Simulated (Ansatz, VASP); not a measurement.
SiC: VASP beside Ansatz

Contents of INCAR:

```
PREC = Accurate
ENCUT = 520
EDIFF = 1E-6
ISMEAR = 0
SIGMA = 0.05
LREAL = F
LASPH = T
NELM = 60
ALGO = Normal
ISIF = 2
LWAVE = F
LCHARG = F
GGA = PE
NBANDS = 16
```

Contents of KPOINTS:

```
Automatic mesh
0
Gamma
  12 12 6
```

Contents of POSCAR:

```
SiC
1.0
    2.9680957510      0.0000000000      0.0000000000
   -1.4840478755      2.5704463213      0.0000000000
    0.0000000000      0.0000000000      5.4799428716
Si C
2 2
Direct
    0.3333333333      0.6666666667      0.0045635313
    0.6666666667      0.3333333333      0.5045635313
    0.3333333333      0.6666666667      0.3804364687
    0.6666666667      0.3333333333      0.8804364687
```

Input for Ansatz:

```yaml
crystal:
  lattice:
    - [2.968095751, 0.0, 0.0]
    - [-1.4840478755, 2.5704463213, 0.0]
    - [0.0, 0.0, 5.4799428716]
  atoms:
    - { symbol: Si, position: [0.3333333333, 0.6666666667, 0.0045635313] }
    - { symbol: Si, position: [0.6666666667, 0.3333333333, 0.5045635313] }
    - { symbol: C, position: [0.3333333333, 0.6666666667, 0.3804364687] }
    - { symbol: C, position: [0.6666666667, 0.3333333333, 0.8804364687] }
basis:
  ecutwfc: 420
kpoints:
  mp_grid: { grid: [12, 12, 6] }
hamiltonian:
  xc: pbe
scf:
  occupations: { method: gaussian, width: 0.05 }
output:
  forces: true
  stress: true
  eigenvalues: true
```

Change from the starting cell: strain -0.040 along x and y, +0.080 along z, atoms carried along.

Alike in both runs: task single point; functional PBE; k mesh 12 × 12 × 6; occupations gaussian, width 0.05 eV; no spin polarisation.

|  | VASP | Ansatz |
| --- | --- | --- |
| version | VASP 6.6.1 | Ansatz 0.2.0 |
| potentials or method | VASP PAW PBE potentials, release 64 (Si, C), cutoff 520 eV | scalar-relativistic, plane waves, PAW |
| valence electrons in the cell | 16 | 16 |

VASP gave:

- gap on the k mesh at the Fermi level (eV): 1.83
- least direct gap on the mesh (eV): 3.24
- pressure (GPa): 5.2
- traceless stress, the component that is largest in VASP (GPa): -39.32
- rms of the force components (eV/Å): 0.289

**Question.** What did Ansatz give for the same quantities?

**Answer.** gap on the k mesh at the Fermi level (eV): 1.84; least direct gap on the mesh (eV): 3.25; pressure (GPa): 5.3; traceless stress, the component that is largest in VASP (GPa): -39.14; rms of the force components (eV/Å): 0.289.

Atom by atom the forces differ by 0.001 eV/Å (rms over components).
